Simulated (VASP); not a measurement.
Here is a VASP 6.6.1 calculation.

File INCAR:

```
SYSTEM = TiAl
PREC = Accurate
ENCUT = 520
EDIFF = 1E-6
ISMEAR = 1
SIGMA = 0.05
LREAL = .False.
LASPH = .True.
NELM = 60
ALGO = Normal
ISIF = 2
LWAVE = .False.
LCHARG = .False.
GGA = PS
NBANDS = 14
```

KPOINTS

```
regular mesh
0
Gamma
  9 9 5
  0 0 0
```

The input POSCAR:

```
TiAl
1.0
    2.8672622327      0.0000000000      0.0000000000
   -1.4336311163      2.4831219328      0.0000000000
    0.0000000000      0.0000000000      4.6780830000
Ti Al
1 1
Direct
    0.0000000000      0.0000000000      0.0000000000
    0.3333333333      0.6666666667      0.5000000000
```

Potentials or basis: VASP PAW PBE potentials, release 64 (Ti_sv, Al).

Run with:

```bash
$ cat potpaw_PBE.64/Ti_sv/POTCAR potpaw_PBE.64/Al/POTCAR > POTCAR
$ mpirun -np 1 vasp_std > vasp.out
```

Q: Estimate the pressure.

A: -3.1 GPa.

Stress tensor (GPa, compression positive):
```
-3.27  0.00  0.00
 0.00 -3.27  0.00
 0.00  0.00 -2.89
```

Caveat: the PAW data sets were made with another functional, which shifts forces and pressure a little.
